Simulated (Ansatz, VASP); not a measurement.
One calculation of CoO, two programs

File INCAR:

```
SYSTEM = CoO
PREC     = Accurate       ! precision mode
ENCUT    = 520            ! plane-wave cutoff, eV
EDIFF    = 1E-6           ! SCF threshold, eV
ISMEAR   = -1             ! smearing method
SIGMA    = 0.05           ! smearing width, eV
LREAL    = .FALSE.        ! projectors in reciprocal space
LASPH    = .TRUE.         ! aspherical terms in the spheres
NELM     = 150            ! most SCF steps
ALGO     = Normal         ! electronic algorithm
ISIF     = 2              ! what is computed and relaxed
LWAVE    = .FALSE.        ! write WAVECAR
LCHARG   = .TRUE.         ! write CHGCAR
ISPIN    = 2              ! spin polarisation
MAGMOM   = 2 2 0 0        ! initial moments
LORBIT   = 11             ! projections on sites
LMAXMIX  = 4              ! l up to which the mixer works
GGA      = PS             ! functional
LELF     = .TRUE.         ! ELF
LVHAR    = .TRUE.       
NBANDS   = 27             ! bands
```

Contents of KPOINTS:

```
Automatic mesh
0
G
  10 10 5
  0 0 0
```

File POSCAR:

```
CoO
1.0
    3.1544290168      0.0000000000      0.0000000000
   -1.5772145085      2.7318156630      0.0000000000
    0.0000000000      0.0000000000      5.1580428080
Co O
2 2
Direct
    0.3333333333      0.6666666667      0.5033624100
    0.0000000000      0.0000000000      0.0034741400
    0.3333333333      0.6666666667      0.8715556000
    0.0000000000      0.0000000000      0.3716088500
```

The input input.yaml:

```yaml
crystal:
  lattice:
    - [3.1544290168, 0.0, 0.0]
    - [-1.5772145085, 2.731815663, 0.0]
    - [0.0, 0.0, 5.158042808]
  atoms:
    - { symbol: Co, position: [0.3333333333, 0.6666666667, 0.50336241], spin: 2.0 }
    - { symbol: Co, position: [0.0, 0.0, 0.00347414], spin: 2.0 }
    - { symbol: O, position: [0.3333333333, 0.6666666667, 0.8715556] }
    - { symbol: O, position: [0.0, 0.0, 0.37160885] }
hamiltonian:
  xc: pbesol
  pseudopotentials: { kind: paw }
magnetization:
  spin_polarized: true
kpoints:
  mp_grid: { grid: [10, 10, 5] }
scf:
  occupations: { method: fermi_dirac, width: 0.05 }
output:
  forces: true
  stress: true
  eigenvalues: true
```

Alike in both runs: task single point; functional PBEsol; k mesh 10 × 10 × 5; occupations fermi-dirac, width 0.05 eV; collinear spin.

```csv
,VASP,Ansatz
version,VASP 6.6.1,Ansatz 0.2.0
potentials or method,"VASP PAW PBE potentials, release 64 (Co, O)",Ansatz PAW
plane-wave cutoff (eV),520,420
valence electrons in the cell,30,46
```

Ansatz gave:

```
gap on the k mesh at the Fermi level (eV)                     : none
pressure (GPa)                                                : -5.4
traceless stress, the component that is largest in VASP (GPa) : 2.21
rms of the force components (eV/Å)                            : 0.034
net moment per atom (μB)                                      : 0.00
size of the moment on the site where the two differ most (μB) : 2.00
```

**Question.** Estimate VASP's values.

**Answer.** gap on the k mesh at the Fermi level (eV): none; pressure (GPa): -3.0; traceless stress, the component that is largest in VASP (GPa): 3.62; rms of the force components (eV/Å): 0.181; net moment per atom (μB): 1.38; size of the moment on the site where the two differ most (μB): 2.37.

The net moments are unlike, so the other rows may belong to different states. VASP's potentials were made for PBE, not for PBEsol. Site moments also hang on the region over which each program counts them. Atom by atom the forces differ by 0.215 eV/Å (rms over components). A gap of «none» marks a metal or a gap that the smearing closes. VASP's potentials hold 30 valence electrons a cell and Ansatz's 46, so a difference there can come from the potentials and not from the codes.
